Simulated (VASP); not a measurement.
# TlNiF3 (Pm-3m) in VASP: relaxation of cell and atoms with LDA

Aim: the relaxation of cell and atoms of TlNiF3 with LDA.

Everything below comes from runs of VASP 6.6.1. Logs are shortened: lines on timing, memory, paths and dates and some standing lists are left out, and cuts for length are marked.

**1. The cell of the first run**

Symmetry: Pm-3m, No. 221, cubic system. The conventional cell has a = 4.087 Å, b = 4.087 Å, c = 4.087 Å, α = 90.00°, β = 90.00°, γ = 90.00°. Tl (site symmetry m-3m) has 12 F at 2.89 Å and 8 Ni at 3.54 Å within 3.8 Å. Within 2.7 Å of Ni (site symmetry m-3m) lie 6 F at 2.04 Å. F (site symmetry 4/mmm) has 2 Ni at 2.04 Å within 2.7 Å.

**2. Relaxation of cell and atoms, LDA, collinear spin, ferromagnetic start**

The input, INCAR:

```
PREC = Accurate ; ENCUT = 600
EDIFF = 1E-6 ; ISMEAR = 0
SIGMA = 0.05 ; LREAL = False
LASPH = True ; NELM = 150
ALGO = Normal ; ISIF = 3
LWAVE = False ; LCHARG = False
ISPIN = 2 ; MAGMOM = 0 1.5 0 0 0
LORBIT = 11 ; LMAXMIX = 4
IBRION = 2 ; NSW = 80
EDIFFG = -0.01
```

The input, KPOINTS:

```
regular mesh
0
Gamma
  4 4 4
```

The input, POSCAR:

```
TlNiF3
1.0
    4.0873580000      0.0000000000      0.0000000000
    0.0000000000      4.0873580000      0.0000000000
    0.0000000000      0.0000000000      4.0873580000
Tl Ni F
1 1 3
Direct
    0.5000000000      0.5000000000      0.5000000000
    0.0000000000      0.0000000000      0.0000000000
    0.5000000000      0.0000000000      0.0000000000
    0.0000000000      0.5000000000      0.0000000000
    0.0000000000      0.0000000000      0.5000000000
```

Potentials or basis: VASP PAW LDA potentials, release 64 (Tl_d, Ni, F).

The run is started by

```console
> cat potpaw_LDA.64/Tl_d/POTCAR potpaw_LDA.64/Ni/POTCAR potpaw_LDA.64/F/POTCAR > POTCAR
> mpirun -np 1 vasp_std > vasp.out
```

OUTCAR:

```text
PREC = Accurate
   ENCUT = 600
   EDIFF = 1E-6
   ISMEAR = 0
   LREAL = False
   LASPH = True
   NELM = 150
   ISIF = 3
   ISPIN = 2
   LORBIT = 11
   IBRION = 2
   NSW = 80
   EDIFFG = -0.01

 ion  position               nearest neighbor table
   1  0.500  0.500  0.500-   3 2.89   4 2.89   5 2.89   3 2.89   4 2.89   3 2.89   5 2.89   3 2.89
                             4 2.89   5 2.89   4 2.89   5 2.89   2 3.54   2 3.54   2 3.54   2 3.54
   2  0.000  0.000  0.000-   3 2.04   4 2.04   5 2.04   5 2.04   4 2.04   3 2.04   1 3.54   1 3.54
                             1 3.54   1 3.54   1 3.54   1 3.54   1 3.54   1 3.54
   3  0.500  0.000  0.000-   2 2.04   2 2.04   1 2.89   1 2.89   1 2.89   1 2.89
   4  0.000  0.500  0.000-   2 2.04   2 2.04   1 2.89   1 2.89   1 2.89   1 2.89
   5  0.000  0.000  0.500-   2 2.04   2 2.04   1 2.89   1 2.89   1 2.89   1 2.89

  LATTYP: Found a simple cubic cell.
 ALAT       =     4.0873580000

  Lattice vectors:

 A1 = (   4.0873580000,   0.0000000000,   0.0000000000)
 A2 = (   0.0000000000,   4.0873580000,   0.0000000000)
 A3 = (   0.0000000000,   0.0000000000,   4.0873580000)

Analysis of symmetry for initial positions (statically):
=====================================================================
 Subroutine PRICEL returns:
 Original cell was already a primitive cell.

 Routine SETGRP: Setting up the symmetry group for a
 simple cubic supercell.

 Subroutine GETGRP returns: Found 48 space group operations
 (whereof 48 operations were pure point group operations)
 out of a pool of 48 trial point group operations.

The static configuration has the point symmetry O_h .

Analysis of symmetry for dynamics (positions and initial velocities):
=====================================================================
 Subroutine PRICEL returns:
 Original cell was already a primitive cell.

 Routine SETGRP: Setting up the symmetry group for a
 simple cubic supercell.

 Subroutine GETGRP returns: Found 48 space group operations
 (whereof 48 operations were pure point group operations)
 out of a pool of 48 trial point group operations.

The dynamic configuration has the point symmetry O_h .

Analysis of structural, dynamic, and magnetic symmetry:
=====================================================================
 Subroutine PRICEL returns:
 Original cell was already a primitive cell.

 Routine SETGRP: Setting up the symmetry group for a
 simple cubic supercell.

 Subroutine GETGRP returns: Found 48 space group operations
 (whereof 48 operations were pure point group operations)
 out of a pool of 48 trial point group operations.

The overall configuration has the point symmetry O_h .

 Subroutine INISYM returns: Found 48 space group operations
 (whereof 48 operations are pure point group operations),
 and found     1 'primitive' translations

----------------------------------------------------------------------------------------

                                     Primitive cell

  volume of cell :      68.2854

  direct lattice vectors                    reciprocal lattice vectors
     4.087358000  0.000000000  0.000000000     0.244656817  0.000000000  0.000000000
     0.000000000  4.087358000  0.000000000     0.000000000  0.244656817  0.000000000
     0.000000000  0.000000000  4.087358000     0.000000000  0.000000000  0.244656817

  length of vectors
     4.087358000  4.087358000  4.087358000     0.244656817  0.244656817  0.244656817

  position of ions in fractional coordinates (direct lattice)
     0.500000000  0.500000000  0.500000000
     0.000000000  0.000000000  0.000000000
     0.500000000  0.000000000  0.000000000
     0.000000000  0.500000000  0.000000000
     0.000000000  0.000000000  0.500000000

  ion indices of the primitive-cell ions
   primitive index   ion index
                 1           1
                 2           2
                 3           3
                 4           4
                 5           5

----------------------------------------------------------------------------------------

 KPOINTS: regular mesh

Automatic generation of k-mesh.
 Grid dimensions read from file:
 generate k-points for:    4    4    4

 Generating k-lattice:

  Cartesian coordinates                     Fractional coordinates (reciprocal lattice)
     0.061164204  0.000000000  0.000000000     0.250000000  0.000000000  0.000000000
     0.000000000  0.061164204  0.000000000     0.000000000  0.250000000  0.000000000
     0.000000000  0.000000000  0.061164204     0.000000000  0.000000000  0.250000000

  Length of vectors
     0.061164204  0.061164204  0.061164204

  Shift w.r.t. Gamma in fractional coordinates (k-lattice)
     0.000000000  0.000000000  0.000000000

 Subroutine IBZKPT returns following result:
 ===========================================

 Found     10 irreducible k-points:

 Following reciprocal coordinates:
            Coordinates               Weight
  0.000000  0.000000  0.000000      1.000000
  0.250000  0.000000  0.000000      6.000000
  0.500000  0.000000  0.000000      3.000000
  0.250000  0.250000  0.000000     12.000000
  0.500000  0.250000  0.000000     12.000000
  0.500000  0.500000  0.000000      3.000000
  0.250000  0.250000  0.250000      8.000000
  0.500000  0.250000  0.250000     12.000000
  0.500000  0.500000  0.250000      6.000000
  0.500000  0.500000  0.500000      1.000000
   k-points           NKPTS =     10   k-points in BZ     NKDIM =     10   number of bands    NBANDS=     27
   number of dos      NEDOS =    301   number of ions     NIONS =      5
   total plane-waves  NPLWV =  46656
   dimension x,y,z NGX =    36 NGY =   36 NGZ =   36
   dimension x,y,z NGXF=    72 NGYF=   72 NGZF=   72
   ions per type =               1   1   3
   NGX,Y,Z   is equivalent  to a cutoff of  14.64, 14.64, 14.64 a.u.
   NGXF,Y,Z  is equivalent  to a cutoff of  29.28, 29.28, 29.28 a.u.
 SYSTEM =  unknown system
   PREC   = accura    normal or accurate (medium, high low for compatibility)
   ISTART =      0    job   : 0-new  1-cont  2-samecut
   ICHARG =      2    charge: 1-file 2-atom 10-const
   ISPIN  =      2    spin polarized calculation?
   LNONCOLLINEAR =      F non collinear calculations
   LSORBIT =      F    spin-orbit coupling
   LASPH  =      T    aspherical Exc in radial PAW
   ENCUT  =  600.0 eV  44.10 Ry    6.64 a.u.   8.16  8.16  8.16*2*pi/ulx,y,z
   NELM   =    150;   NELMIN=  2; NELMDL= -5     # of ELM steps
   EDIFF  = 0.1E-05   stopping-criterion for ELM
   LREAL  =      F    real-space projection
   EDIFFG = -.1E-01   stopping-criterion for IOM
   NSW    =     80    number of steps for IOM
   IBRION =      2    ionic relax: 0-MD 1-quasi-New 2-CG
   NFREE  =      1    steps in history (QN), initial steepest desc. (CG)
   ISIF   =      3    stress and relaxation
   ISYM   =      2    0-nonsym 1-usesym 2-fastsym
   POTIM  = 0.5000    time-step for ionic-motion
   TEBEG  =    0.0;   TEEND  =   0.0 temperature during run
   PSTRESS=    0.0 pullay stress
   NELECT =      44.0000    total number of electrons
   NUPDOWN=      -1.0000    fix difference up-down
   EMIN   =  10.00;   EMAX   =-10.00  energy-range for DOS
   EFERMI =   0.00;   METHOD = LEGACY
   ISMEAR =     0;   SIGMA  =   0.05  broadening in eV -4-tet -1-fermi 0-gaus
   EFERMI_NEDOS =   21; number of points for ismear=-14 and -15
   IALGO  =     38    algorithm
   IMIX   =      4    mixing-type and parameters
     AMIX     =   0.40;   BMIX     =  1.00
     AMIX_MAG =   1.60;   BMIX_MAG =  1.00
  volume/ion in A,a.u.               =      13.66        92.16
  Fermi-wavevector in a.u.,A,eV,Ry     =   1.414001  2.672074 27.203472  1.999399
  Thomas-Fermi vector in A             =   2.535588
   LORBIT       =     11    0 simple, 1 ext, 2 COOP (PROOUT), +10 PAW based schemes
   GGA     = CA    functional components
   LHFCALC =     F    Hartree Fock is set to
   AEXX    =    0.0000 exact exchange contribution
   IVDW    =     0    specifies the selected vdW correction
   LEPSILON=     F    determine dielectric tensor
   LRPA    =     F    only Hartree local field effects (RPA)
 conjugate gradient relaxation of ions
 spin polarized calculation
 Gauss-broadening in eV      SIGMA  =   0.05
  energy-cutoff  :      600.00
  volume of cell :       68.29
 maximum number of plane-waves:      2301
 NGX is ok and might be reduce to    36
   NGX = 17   NGY = 17   NGZ = 17

--------------------------------------- Ionic step        1  -------------------------------------------

 number of electron      43.9999982 magnetization       1.6623209

 Free energy of the ion-electron system (eV)
  ---------------------------------------------------
  ext. energy  EPLUGINS =         0.00000000
  ---------------------------------------------------
  free energy    TOTEN  =       -24.43690485 eV

  energy without entropy =      -24.43530397  energy(sigma->0) =      -24.43610441

------------------------ aborting loop because EDIFF is reached ----------------------------------------

  FORCE on cell =-STRESS in cart. coord.  units (eV):
  Direction    XX          YY          ZZ          XY          YZ          ZX
  --------------------------------------------------------------------------------------
  -------------------------------------------------------------------------------------
  Total       -3.0217921     -3.0217921     -3.0217921      0.0000000      0.0000000     -0.0000000
  in kB      -70.9001463    -70.9001463    -70.9001463      0.0000000      0.0000000     -0.0000000
  external PRESSURE =     -70.9001463 kB  Pullay stress =       0.0000000 kB
[... 63 lines left out ...]
  energy  without entropy=      -24.5571295749  energy(sigma->0) =      -24.55786733

--------------------------------------- Ionic step        3  -------------------------------------------

 number of electron      43.9999994 magnetization       1.6562495

 Free energy of the ion-electron system (eV)
  ---------------------------------------------------
  ext. energy  EPLUGINS =         0.00000000
  ---------------------------------------------------
  free energy    TOTEN  =       -24.56077841 eV

  energy without entropy =      -24.55931494  energy(sigma->0) =      -24.56004667

 E-fermi :   4.1773     XC(G=0): -11.5898

 val. band max:        4.1547205317   @ k =   0.5000   0.5000   0.0000
 cond. band min:       4.2339178417   @ k =   0.2500   0.2500   0.0000
 fundamental gap:      0.0791973100
 Fermi energy:         4.1772622603

 spin component 1

 k-point     1 :       0.0000    0.0000    0.0000
  band No.  band energies     occupation
      1     -19.0811      1.00000
      2     -18.2971      1.00000
      3     -18.2971      1.00000
      4      -5.2353      1.00000
      5      -5.2353      1.00000
      6      -5.1195      1.00000
[... 289 lines left out ...]
     26      10.4607      0.00000
     27      13.4496      0.00000
 Fermi energy:         4.1772622603

 spin component 2

 k-point     1 :       0.0000    0.0000    0.0000
  band No.  band energies     occupation
      1     -18.9526      1.00000
      2     -18.1588      1.00000
      3     -18.1588      1.00000
      4      -5.2348      1.00000
      5      -5.2348      1.00000
      6      -5.1191      1.00000
[... 321 lines left out ...]
  FREE ENERGIE OF THE ION-ELECTRON SYSTEM (eV)
  ---------------------------------------------------
  free  energy   TOTEN  =       -24.5607784128 eV

  energy  without entropy=      -24.5593149355  energy(sigma->0) =      -24.56004667

 reached required accuracy - stopping structural energy minimisation

 total charge

# of ion       s       p       d       tot
------------------------------------------
    1        1.344   0.120   9.679  11.144
    2        0.302   0.402   8.222   8.925
    3        1.726   4.319   0.000   6.045
    4        1.726   4.319   0.000   6.045
    5        1.726   4.319   0.000   6.045
--------------------------------------------------
tot          6.824  13.480  17.901  38.205

 magnetization (x)

# of ion       s       p       d       tot
------------------------------------------
    1        0.001  -0.001  -0.000   0.000
    2        0.014   0.015   1.399   1.427
    3        0.006   0.062   0.000   0.068
    4        0.006   0.062   0.000   0.068
    5        0.006   0.062   0.000   0.068
--------------------------------------------------
tot          0.033   0.199   1.399   1.631
```

It took 72 s on 1 thread of AMD EPYC 7R13 (Zen 3), shared host; peak memory 0.19 GiB.

What came out:

| Quantity | Value |
| --- | --- |
| Free energy | -24.5608 eV |
| Relaxed volume | 12.62 Å³/atom |
| Relaxed cell | a = 3.981 Å, b = 3.981 Å, c = 3.981 Å, α = 90.00°, β = 90.00°, γ = 90.00° |
| Space group after relaxing (to 0.1 Å) | Pm-3m (No. 221) |
| Energy gained by relaxing | 24.8 meV/atom |
| Ionic steps | 3 |
| Pressure after relaxing | 0.0 GPa |
| Net moment | 1.66 μB per cell |
| Site moments | Tl +0.00; Ni +1.43; F +0.07 μB |
| Valence electrons inside the program's atomic spheres | Tl 11.14; Ni 8.93; F 6.04 |

Step by step:
| step | energy change (eV) | largest force (eV/Å) | pressure (GPa) | volume (Å³) |
| --- | --- | --- | --- | --- |
| 1 | 0.0000 | 0.0000 | -7.09 | 68.29 |
| 2 | -0.1217 | 0.0000 | 1.12 | 62.49 |
| 3 | -0.1239 | 0.0000 | 0.00 | 63.10 |

Final structure:
```xyz
5
Lattice="3.9812 0.0000 0.0000 0.0000 3.9812 0.0000 0.0000 0.0000 3.9812" Properties=species:S:1:pos:R:3 pbc="T T T"
Tl    1.9906    1.9906    1.9906
Ni    0.0000    0.0000    0.0000
F     1.9906    0.0000    0.0000
F     0.0000    1.9906    0.0000
F     0.0000    0.0000    1.9906
```

Levels at points of the mesh, in eV from the Fermi level:
Spin up:
```tsv
k point	band 21	band 22	band 23	band 24	band 25	band 26
(0.00, 0.00, 0.00)	-1.97	-1.97	-1.97	5.95	8.04	8.04
(0.50, 0.00, 0.00)	-1.33	-1.06	-0.94	3.13	7.58	7.58
(0.50, 0.50, 0.00)	-1.31	-0.54	0.23	4.65	4.65	7.04
(0.50, 0.50, 0.50)	-1.12	0.23	0.23	6.28	6.28	6.28
```
Spin down:
| k point | band 18 | band 19 | band 20 | band 21 | band 22 | band 23 | band 24 | band 25 |
| --- | --- | --- | --- | --- | --- | --- | --- | --- |
| (0.00, 0.00, 0.00) | -3.79 | -1.02 | -1.02 | -1.02 | -0.20 | -0.20 | 6.25 | 8.07 |
| (0.50, 0.00, 0.00) | -1.03 | -0.89 | -0.44 | -0.44 | -0.19 | 0.62 | 3.26 | 7.61 |
| (0.50, 0.50, 0.00) | -1.09 | -0.44 | -0.44 | -0.02 | 0.17 | 1.85 | 4.68 | 4.68 |
| (0.50, 0.50, 0.50) | -2.60 | -0.20 | -0.20 | -0.20 | 1.85 | 1.85 | 6.32 | 6.32 |

Caveat: the k points lie up to 0.39 Å⁻¹ apart in the final cell; spin-orbit coupling is left out, which moves the levels of the heavy elements; a cell with one magnetic atom can't hold antiferromagnetic order, which such compounds often take; semilocal functionals often make such compounds metallic where correlation or magnetic order opens a gap, which also shifts bond lengths. With open d or f shells a metallic result of LDA can be an artefact of self-interaction; +U or a hybrid may open a gap.
